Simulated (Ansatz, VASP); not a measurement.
# C: VASP beside Ansatz

```
C
1.0
     0.00000    2.12700    3.34800
     1.22800    0.00000    3.34800
     1.22800    2.12700    0.00000
C
2
Direct
  0.11357 0.70722 0.12004
  0.83333 0.16667 0.83333
```

Alike in both runs: task single point; functional PBEsol; k mesh 14 × 14 × 14; occupations gaussian, width 0.05 eV; no spin polarisation.

|  | VASP | Ansatz |
| --- | --- | --- |
| version | VASP 6.6.1 | Ansatz 0.2.0 |
| potentials or method | VASP PAW PBE potentials, release 64 (C), cutoff 520 eV | scalar-relativistic, plane waves, PAW |
| valence electrons in the cell | 8 | 8 |

VASP gave:

- gap on the k mesh at the Fermi level (eV): none
- pressure (GPa): -2.2
- traceless stress, the component that is largest in VASP (GPa): -36.31
- rms of the force components (eV/Å): 4.197

Which values does Ansatz return?

gap on the k mesh at the Fermi level (eV): none; pressure (GPa): -2.8; traceless stress, the component that is largest in VASP (GPa): -35.96; rms of the force components (eV/Å): 4.206.

VASP's potentials were made for PBE, not for PBEsol. Atom by atom the forces differ by 0.036 eV/Å (rms over components). A gap of «none» marks a metal or a gap that the smearing closes. With one functional, cell and mesh, what is left measures potentials, basis and numerics.
